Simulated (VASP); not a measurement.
# SrCl2 (Fm-3m) in VASP: a series of runs

SrCl2 is run at these levels: PBE; tasks: dielectric tensor, vibrations by perturbation theory.

Program: VASP 6.6.1. These are calculated values, not measurements. Logs are shortened: lines on timing, memory, paths and dates and some standing lists are left out, and cuts for length are marked.

### 1 The cell of the first run

It takes space group Fm-3m (No. 225, cubic). Conventional cell: a = 6.977 Å, b = 6.977 Å, c = 6.977 Å, α = 90.00°, β = 90.00°, γ = 90.00°. Sr (site symmetry m-3m) has 8 Cl at 3.02 Å within 4.0 Å. Within 4.0 Å of Cl (site symmetry -43m) lie 4 Sr at 3.02 Å and 6 Cl at 3.49 Å.

### 2 Dielectric tensor, PBE

File INCAR:

```
SYSTEM = SrCl2
PREC     = Accurate       ! precision mode
ENCUT    = 520            ! plane-wave cutoff, eV
EDIFF    = 1E-8           ! SCF threshold, eV
ISMEAR   = 0              ! smearing method
SIGMA    = 0.01           ! smearing width, eV
LREAL    = .False.        ! projectors in reciprocal space
LASPH    = .True.         ! aspherical terms in the spheres
NELM     = 60             ! most SCF steps
ALGO     = Normal         ! electronic algorithm
ISIF     = 2              ! what is computed and relaxed
LWAVE    = .False.        ! write WAVECAR
LCHARG   = .False.        ! write CHGCAR
GGA      = PE             ! functional
LEPSILON = .True.         ! dielectric tensor by DFPT
```

File KPOINTS:

```
Automatic mesh
0
Gamma
  7 7 7
  0 0 0
```

File POSCAR:

```
SrCl2
1.0
    0.0000000000      3.4883500000      3.4883500000
    3.4883500000      0.0000000000      3.4883500000
    3.4883500000      3.4883500000      0.0000000000
Sr Cl
1 2
Direct
    0.0000000000      0.0000000000      0.0000000000
    0.7500000000      0.7500000000      0.7500000000
    0.2500000000      0.2500000000      0.2500000000
```

Potentials or basis: VASP PAW PBE potentials, release 64 (Sr_sv, Cl).

Command:

```console
$ cat potpaw_PBE.64/Sr_sv/POTCAR potpaw_PBE.64/Cl/POTCAR > POTCAR
$ mpirun -np 1 vasp_std > vasp.out
```

OUTCAR:

```text
SYSTEM = SrCl2
   PREC = Accurate
   ENCUT = 520
   EDIFF = 1E-8
   ISMEAR = 0
   LREAL = .False.
   LASPH = .True.
   NELM = 60
   ISIF = 2
   GGA = PE
   LEPSILON = .True.

 ion  position               nearest neighbor table
   1  0.000  0.000  0.000-   2 3.02   2 3.02   2 3.02   2 3.02   3 3.02   3 3.02   3 3.02   3 3.02

   2  0.750  0.750  0.750-   1 3.02   1 3.02   1 3.02   1 3.02
   3  0.250  0.250  0.250-   1 3.02   1 3.02   1 3.02   1 3.02

  LATTYP: Found a face centered cubic cell.
 ALAT       =     6.9767000000

  Lattice vectors:

 A1 = (   0.0000000000,   3.4883500000,   3.4883500000)
 A2 = (   3.4883500000,   0.0000000000,   3.4883500000)
 A3 = (   3.4883500000,   3.4883500000,   0.0000000000)

Analysis of symmetry for initial positions (statically):
=====================================================================
 Subroutine PRICEL returns:
 Original cell was already a primitive cell.

 Routine SETGRP: Setting up the symmetry group for a
 face centered cubic supercell.

 Subroutine GETGRP returns: Found 48 space group operations
 (whereof 48 operations were pure point group operations)
 out of a pool of 48 trial point group operations.

The static configuration has the point symmetry O_h .

Analysis of symmetry for dynamics (positions and initial velocities):
=====================================================================
 Subroutine PRICEL returns:
 Original cell was already a primitive cell.

 Routine SETGRP: Setting up the symmetry group for a
 face centered cubic supercell.

 Subroutine GETGRP returns: Found 48 space group operations
 (whereof 48 operations were pure point group operations)
 out of a pool of 48 trial point group operations.

The dynamic configuration has the point symmetry O_h .

 Subroutine INISYM returns: Found 48 space group operations
 (whereof 48 operations are pure point group operations),
 and found     1 'primitive' translations

----------------------------------------------------------------------------------------

                                     Primitive cell

  volume of cell :      84.8966
[... 534 lines left out ...]
 -----------------------------------------------------------------------------------
      0.00000      0.00000      0.00000         0.000000     -0.000000     -0.000000
      5.23252      5.23252      5.23252         0.000000      0.000000      0.000000
      1.74418      1.74418      1.74418        -0.000000     -0.000000     -0.000000
 -----------------------------------------------------------------------------------
    total drift:                               -0.000000     -0.000000      0.000000

  FREE ENERGIE OF THE ION-ELECTRON SYSTEM (eV)
  ---------------------------------------------------
  free  energy   TOTEN  =       -12.7823579072 eV

  energy  without entropy=      -12.7823579072  energy(sigma->0) =      -12.78235791

 HEAD OF MICROSCOPIC STATIC DIELECTRIC TENSOR (INDEPENDENT PARTICLE, excluding Hartree and local field effects)
 ------------------------------------------------------
           3.225538     0.000000     0.000000
           0.000000     3.225538     0.000000
           0.000000     0.000000     3.225538
 ------------------------------------------------------

 Free energy of the ion-electron system (eV)
  ---------------------------------------------------
  ---------------------------------------------------
  free energy    TOTEN  =        -0.50663571 eV

  energy without entropy =       -0.50663571

------------------------ aborting loop because EDIFF is reached ----------------------------------------

--------------------------------------- Ionic step        2  -------------------------------------------

------------------------ aborting loop because EDIFF is reached ----------------------------------------

--------------------------------------- Ionic step        3  -------------------------------------------

 Free energy of the ion-electron system (eV)
  ---------------------------------------------------
  ---------------------------------------------------
  free energy    TOTEN  =        -0.50663577 eV

  energy without entropy =       -0.50663577

------------------------ aborting loop because EDIFF is reached ----------------------------------------

 PIEZOELECTRIC TENSOR FIELD DIRECTION 3  (e Angst)
 -----------------------------------------------------------------------------
     0.00016  0.00000 -0.00000           ( -0.00000  0.00000  0.00000)
     0.00000  0.00016  0.00000           (  0.00000 -0.00000  0.00000)
     0.00000 -0.00000 -0.00041           (  0.00000  0.00000 -0.00000)

 PIEZOELECTRIC TENSOR FIELD DIRECTION 3  (C/m^2)
 -----------------------------------------------------------------------------
     0.00003  0.00000 -0.00000
     0.00000  0.00003  0.00000
     0.00000 -0.00000 -0.00008

 MACROSCOPIC STATIC DIELECTRIC TENSOR (including local field effects in DFT)
 ------------------------------------------------------
           2.923593     0.000000     0.000000
          -0.000000     2.923593     0.000000
           0.000000     0.000000     2.923593
 ------------------------------------------------------

 PIEZOELECTRIC TENSOR (including local field effects)  for field in x, y, z        (e  Angst)
          XX          YY          ZZ          XY          YZ          ZX
  --------------------------------------------------------------------------------
  x     0.00000     0.00000     0.00000     0.00000     0.00000     0.00000
  y     0.00000     0.00000     0.00000     0.00000     0.00000     0.00000
  z     0.00000     0.00000     0.00000     0.00000     0.00000     0.00000

 PIEZOELECTRIC TENSOR (including local field effects)  for field in x, y, z        (C/m^2)
          XX          YY          ZZ          XY          YZ          ZX
  --------------------------------------------------------------------------------
  x     0.00000     0.00000     0.00000     0.00000     0.00000     0.00000
  y     0.00000     0.00000     0.00000     0.00000     0.00000     0.00000
  z     0.00000     0.00000     0.00000     0.00000     0.00000     0.00000

 BORN EFFECTIVE CHARGES (including local field effects) (in |e|, cummulative output)
 ---------------------------------------------------------------------------------
 ion    1
    1     2.49770     0.00000     0.00000
    2     0.00000     2.49770     0.00000
    3     0.00000     0.00000     2.49770
 ion    2
    1    -1.24885     0.00000     0.00000
    2     0.00000    -1.24885     0.00000
    3     0.00000     0.00000    -1.24885
 ion    3
    1    -1.24885     0.00000     0.00000
    2     0.00000    -1.24885     0.00000
    3     0.00000     0.00000    -1.24885
```

It took 38 min on 1 thread of AMD EPYC, shared host; peak memory 0.33 GiB.

What came out:

| Quantity | Value |
| --- | --- |
| Band gap on the k mesh | 5.37 eV (least direct gap 5.68 eV) |
| Electronic dielectric tensor (diagonal) | 2.92 |
| Born charges (mean of the diagonal) | Sr +2.50; Cl -1.25 e |

Levels at points of the mesh, in eV from the valence-band top:
```tsv
k point	band 8	band 9	band 10	band 11	band 12	band 13	band 14	band 15	band 16
(0.00, 0.00, 0.00)	-2.09	-2.09	-0.30	-0.30	-0.30	5.37	6.13	6.13	9.07
```

Electronic dielectric tensor:
```
2.92 0.00 0.00
0.00 2.92 0.00
0.00 0.00 2.92
```

Born effective charge tensors (e):
atom 1, Sr
```
2.50 0.00 0.00
0.00 2.50 0.00
0.00 0.00 2.50
```
atom 2, Cl
```
-1.25  0.00  0.00
 0.00 -1.25  0.00
 0.00  0.00 -1.25
```
atom 3, Cl
```
-1.25  0.00  0.00
 0.00 -1.25  0.00
 0.00  0.00 -1.25
```

Caveat: an odd mesh through Γ misses points on the zone boundary, where band edges can lie.

### 3 Dielectric tensor, PBE

File INCAR:

```
ALGO     = Normal         # electronic algorithm
EDIFF    = 1E-8           # SCF threshold, eV
ENCUT    = 520            # plane-wave cutoff, eV
GGA      = PE             # functional
ISIF     = 2              # what is computed and relaxed
ISMEAR   = 0              # smearing method
LASPH    = T              # aspherical terms in the spheres
LCHARG   = F              # write CHGCAR
LEPSILON = T              # dielectric tensor by DFPT
LREAL    = F              # projectors in reciprocal space
LWAVE    = F              # write WAVECAR
NELM     = 60             # most SCF steps
PREC     = Accurate       # precision mode
SIGMA    = 0.01           # smearing width, eV
```

File KPOINTS:

```
k-points
0
Gamma
  6 6 6
```

POSCAR is that of step 2.

Potentials or basis: VASP PAW PBE potentials, release 64 (Sr_sv, Cl).

Command:

```console
$ cat potpaw_PBE.64/Sr_sv/POTCAR potpaw_PBE.64/Cl/POTCAR > POTCAR
$ mpirun -np 1 vasp_std > vasp.out
```

OUTCAR:

```text
EDIFF = 1E-8
   ENCUT = 520
   GGA = PE
   ISIF = 2
   ISMEAR = 0
   LASPH = T
   LEPSILON = T
   LREAL = F
   NELM = 60
   PREC = Accurate

 ion  position               nearest neighbor table
   1  0.000  0.000  0.000-   2 3.02   2 3.02   2 3.02   2 3.02   3 3.02   3 3.02   3 3.02   3 3.02

   2  0.750  0.750  0.750-   1 3.02   1 3.02   1 3.02   1 3.02
   3  0.250  0.250  0.250-   1 3.02   1 3.02   1 3.02   1 3.02

  LATTYP: Found a face centered cubic cell.
 ALAT       =     6.9767000000

  Lattice vectors:

 A1 = (   0.0000000000,   3.4883500000,   3.4883500000)
 A2 = (   3.4883500000,   0.0000000000,   3.4883500000)
 A3 = (   3.4883500000,   3.4883500000,   0.0000000000)

Analysis of symmetry for initial positions (statically):
=====================================================================
 Subroutine PRICEL returns:
 Original cell was already a primitive cell.

 Routine SETGRP: Setting up the symmetry group for a
 face centered cubic supercell.

 Subroutine GETGRP returns: Found 48 space group operations
 (whereof 48 operations were pure point group operations)
 out of a pool of 48 trial point group operations.

[... 516 lines left out ...]
  ---------------------------------------------------
  free energy    TOTEN  =        -0.50664107 eV

  energy without entropy =       -0.50664107

------------------------ aborting loop because EDIFF is reached ----------------------------------------

 PIEZOELECTRIC TENSOR FIELD DIRECTION 3  (e Angst)
 -----------------------------------------------------------------------------
     0.00017  0.00000  0.00000           ( -0.00000  0.00000  0.00000)
     0.00000  0.00017 -0.00000           (  0.00000 -0.00000 -0.00000)
     0.00000 -0.00000 -0.00050           (  0.00000 -0.00000 -0.00000)

 PIEZOELECTRIC TENSOR FIELD DIRECTION 3  (C/m^2)
 -----------------------------------------------------------------------------
     0.00003  0.00000  0.00000
     0.00000  0.00003 -0.00000
     0.00000 -0.00000 -0.00009

 MACROSCOPIC STATIC DIELECTRIC TENSOR (including local field effects in DFT)
 ------------------------------------------------------
           2.923616     0.000000     0.000000
           0.000000     2.923616    -0.000000
           0.000000    -0.000000     2.923616
 ------------------------------------------------------

 PIEZOELECTRIC TENSOR (including local field effects)  for field in x, y, z        (e  Angst)
          XX          YY          ZZ          XY          YZ          ZX
  --------------------------------------------------------------------------------
  x     0.00000     0.00000     0.00000     0.00000     0.00000     0.00000
  y     0.00000     0.00000     0.00000     0.00000     0.00000     0.00000
  z     0.00000     0.00000     0.00000     0.00000     0.00000     0.00000

 PIEZOELECTRIC TENSOR (including local field effects)  for field in x, y, z        (C/m^2)
          XX          YY          ZZ          XY          YZ          ZX
  --------------------------------------------------------------------------------
  x     0.00000     0.00000     0.00000     0.00000     0.00000     0.00000
  y     0.00000     0.00000     0.00000     0.00000     0.00000     0.00000
  z     0.00000     0.00000     0.00000     0.00000     0.00000     0.00000

 BORN EFFECTIVE CHARGES (including local field effects) (in |e|, cummulative output)
 ---------------------------------------------------------------------------------
 ion    1
    1     2.49783     0.00000     0.00000
    2     0.00000     2.49783     0.00000
    3     0.00000     0.00000     2.49783
 ion    2
    1    -1.24891     0.00000     0.00000
    2     0.00000    -1.24891     0.00000
    3     0.00000     0.00000    -1.24891
 ion    3
    1    -1.24891     0.00000     0.00000
    2     0.00000    -1.24891     0.00000
    3     0.00000     0.00000    -1.24891
```

OSZICAR:

```text
N       E                     dE             d eps       ncg     rms          rms(c)
[... 13 lines left out ...]
RMM:  11    -0.506642043664E+00    0.32848E-06   -0.13785E-05  2138   0.385E-03    0.166E-03
RMM:  12    -0.506641854822E+00    0.18884E-06   -0.58446E-06  2103   0.318E-03    0.311E-04
RMM:  13    -0.506640902538E+00    0.95228E-06   -0.16404E-06  2262   0.129E-03    0.281E-04
RMM:  14    -0.506640651609E+00    0.25093E-06   -0.24798E-06  2023   0.390E-04    0.218E-04
RMM:  15    -0.506640206052E+00    0.44556E-06   -0.77027E-07  1990   0.202E-04    0.619E-05
RMM:  16    -0.506640842386E+00   -0.63633E-06   -0.26674E-07  1440   0.898E-05    0.240E-05
RMM:  17    -0.506640989513E+00   -0.14713E-06   -0.23141E-08  1045   0.710E-05    0.138E-05
RMM:  18    -0.506641068457E+00   -0.78944E-07   -0.28880E-08   950   0.681E-05    0.399E-06
```

Wall time 7.6 min (1 thread of AMD EPYC 9R14 (Zen 4), shared host); peak memory 0.31 GiB.

Results:

- Band gap on the k mesh: 5.34 eV (least direct gap 5.51 eV)
- Electronic dielectric tensor (diagonal): 2.92
- Born charges (mean of the diagonal): Sr +2.50; Cl -1.25 e

Electronic dielectric tensor:
```
2.92 0.00 0.00
0.00 2.92 0.00
0.00 0.00 2.92
```

Born effective charge tensors (e):
atom 1, Sr
```
2.50 0.00 0.00
0.00 2.50 0.00
0.00 0.00 2.50
```
atom 2, Cl
```
-1.25  0.00  0.00
 0.00 -1.25  0.00
 0.00  0.00 -1.25
```
atom 3, Cl
```
-1.25  0.00  0.00
 0.00 -1.25  0.00
 0.00  0.00 -1.25
```

[end of part 1 of 2]
